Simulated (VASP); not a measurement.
A run of VASP 6.6.1:

INCAR

```
PREC = Accurate
ENCUT = 520
EDIFF = 1E-7
ISMEAR = -1
SIGMA = 0.05
LREAL = F
LASPH = T
NELM = 60
ALGO = Normal
ISIF = 2
LWAVE = F
LCHARG = F
GGA = PE
NBANDS = 20
```

The input KPOINTS:

```
Automatic mesh
0
Gamma
  11 11 11
```

File POSCAR:

```
SnO2
1.0
    0.0000000000      2.4839429628      2.4839429628
    2.4839429628      0.0000000000      2.4839429628
    2.4839429628      2.4839429628      0.0000000000
Sn O
1 2
Direct
    0.0000000000      0.0000000000      0.0000000000
    0.2500000000      0.2500000000      0.2500000000
    0.7500000000      0.7500000000      0.7500000000
```

Potentials or basis: VASP PAW PBE potentials, release 64 (Sn_d, O).

Launch:

```bash
$ cat potpaw_PBE.64/Sn_d/POTCAR potpaw_PBE.64/O/POTCAR > POTCAR
$ mpirun -np 1 vasp_std > vasp.out
```

Hardware: 1 thread of Intel Xeon 8259CL, with other jobs on the host.

Q: How long does it take, and how much memory?

A: It took 68 s on 1 thread of Intel Xeon 8259CL, on a shared host, peak memory 0.18 GiB. Counts: scf iterations 14, k points 56.
